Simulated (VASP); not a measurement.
Input of a VASP 6.6.1 run:

INCAR

```
SYSTEM = FePt
ALGO = Normal
EDIFF = 1E-6
ENCUT = 520
GGA = PE
ISIF = 2
ISMEAR = -1
ISPIN = 2
LASPH = .True.
LCHARG = .True.
LELF = .True.
LMAXMIX = 4
LORBIT = 11
LREAL = .False.
LVHAR = .True.
LWAVE = .False.
MAGMOM = 0 0.8
NBANDS = 20
NELM = 150
NUPDOWN = 0.8
PREC = Accurate
SIGMA = 0.05
```

Contents of KPOINTS:

```
k-points
0
Gamma
  8 8 6
  0 0 0
```

POSCAR

```
FePt
1.0
    2.7235000000      0.0000000000      0.0000000000
    0.0000000000      2.7235000000      0.0000000000
    0.0000000000      0.0000000000      3.7200000000
Pt Fe
1 1
Direct
    0.5000000000      0.5000000000      0.5000000000
    0.0000000000      0.0000000000      0.0000000000
```

Potentials or basis: VASP PAW PBE potentials, release 64 (Pt, Fe).

Run with:

```sh
$ cat potpaw_PBE.64/Pt/POTCAR potpaw_PBE.64/Fe/POTCAR > POTCAR
$ mpirun -np 1 vasp_std > vasp.out
```

(1) Predict the pressure.

Answers

(1) -11.5 GPa.

Caveat: the total moment is fixed, so each spin has its own Fermi level.
